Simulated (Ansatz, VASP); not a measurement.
# TaN: VASP beside Ansatz

The input POSCAR:

```
TaN
1.0
    0.0000000000      2.1790000000      2.1790000000
    2.1790000000      0.0000000000      2.1790000000
    2.1790000000      2.1790000000      0.0000000000
Ta N
1 1
Direct
    0.5057365764      0.5057365764      0.4942634236
    0.0000000000      0.0000000000      0.0000000000
```

Contents of INCAR.step1:

```
SYSTEM = TaN
  ALGO = Normal
  EDIFF = 1E-4
  ENCUT = 520
  GGA = PE
  ISMEAR = 0
  LASPH = .True.
  LCHARG = .False.
  LREAL = .False.
  LWAVE = .True.
  NBANDS = 15
  NELM = 60
  PREC = Accurate
  SIGMA = 0.15
```

The input INCAR.step2:

```
SYSTEM = TaN
  ALGO = Normal
  EDIFF = 1E-6
  ENCUT = 520
  ISIF = 2
  ISMEAR = 0
  ISTART = 1
  LASPH = .True.
  LCHARG = .False.
  LMIXTAU = .True.
  LREAL = .False.
  LWAVE = .False.
  METAGGA = R2SCAN
  NBANDS = 15
  NELM = 60
  PREC = Accurate
  SIGMA = 0.15
```

File KPOINTS:

```
k-points
0
Gamma
  18 18 18
  0 0 0
```

Input for Ansatz:

```yaml
crystal:
  lattice:
    - [0.0, 2.179, 2.179]
    - [2.179, 0.0, 2.179]
    - [2.179, 2.179, 0.0]
  atoms:
    - { symbol: Ta, position: [0.5057365764, 0.5057365764, 0.4942634236] }
    - { symbol: "N", position: [0.0, 0.0, 0.0] }
basis:
  ecutwfc: 500
kpoints:
  mp_grid: { grid: [18, 18, 18] }
hamiltonian:
  xc: r2scan
scf:
  occupations: { method: gaussian, width: 0.15 }
output:
  forces: true
  stress: true
  eigenvalues: true
```

Change from the starting cell: all Ta atoms moved +0.025 Å, as atom 1 along Cartesian [0 0 1].

Alike in both runs: task single point; functional r2SCAN; k mesh 18 × 18 × 18; occupations gaussian, width 0.15 eV; no spin polarisation.

|  | VASP | Ansatz |
| --- | --- | --- |
| version | VASP 6.6.1 | Ansatz 0.2.0 |
| potentials or method | VASP PAW PBE potentials, release 64 (Ta_pv, N), cutoff 520 eV | scalar-relativistic, plane waves, PAW |
| valence electrons in the cell | 16 | 18 |

VASP gave:

```
gap on the k mesh at the Fermi level (eV)                     : none
pressure (GPa)                                                : 12.0
traceless stress, the component that is largest in VASP (GPa) : 0.23
rms of the force components (eV/Å)                            : 0.122
```

What did Ansatz give for the same quantities?

gap on the k mesh at the Fermi level (eV): none; pressure (GPa): 9.9; traceless stress, the component that is largest in VASP (GPa): 0.22; rms of the force components (eV/Å): 0.127.

VASP's potentials were made for PBE, not for r2SCAN. Atom by atom the forces differ by 0.005 eV/Å (rms over components). A gap of «none» marks a metal or a gap that the smearing closes. VASP's potentials hold 16 valence electrons a cell and Ansatz's 18, so a difference there can come from the potentials and not from the codes.

Neither program's run includes spin-orbit coupling.
